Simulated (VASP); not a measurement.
**WS2: single point with LDA**

WS2, a slab with vacuum:

```
W S
1.0
     3.18352    0.00000    0.00000
    -1.59176    2.75701    0.00000
     0.00000    0.00000   16.95058
W S
1 2
Direct
  0.34520 0.65526 0.99895
  0.67325 0.31428 0.90862
  0.68687 0.32617 0.09060
```

```json
{"Program": "VASP 6.6.1", "Task": "single point", "Functional": "LDA", "Potentials or basis": "VASP PAW LDA potentials, release 64 (W_sv, S)", "Cutoff": "500 eV", "k mesh": "6 × 6 × 1", "Occupations": "methfessel-paxton, width 0.1 eV", "Spin": "no spin polarisation", "Dipole correction": "no", "Further INCAR settings": "ALGO = Normal; EDIFF = 1e-06; NBANDS = 20"}
```

The largest force is 0.416 eV/Å and the band gap on the k mesh is 1.66 eV, indirect (least direct gap 1.74 eV).

Forces on the atoms (eV/Å):
```
W    0.164 -0.113  0.366
S    0.042  0.227 -0.176
S   -0.205 -0.115 -0.190
```

Levels at points of the mesh, in eV from the valence-band top:
```tsv
k point	band 10	band 11	band 12	band 13	band 14	band 15	band 16	band 17
(0.00, 0.00, 0.00)	-2.05	-1.81	-1.72	0.00	2.78	2.88	3.08	3.13
(0.50, 0.00, 0.00)	-3.55	-2.07	-1.34	-0.94	2.73	3.23	4.03	4.79
(0.00, 0.50, 0.00)	-3.54	-2.07	-1.34	-0.95	2.73	3.23	4.02	4.78
(0.50, 0.50, 0.00)	-3.57	-2.05	-1.35	-0.92	2.74	3.23	3.99	4.79
```

Run time: 56 s on 1 thread of Intel Xeon 6975P-C (shared host), peak memory 0.23 GiB.

Caveat: spin-orbit coupling is left out, which moves the levels of the heavy elements.
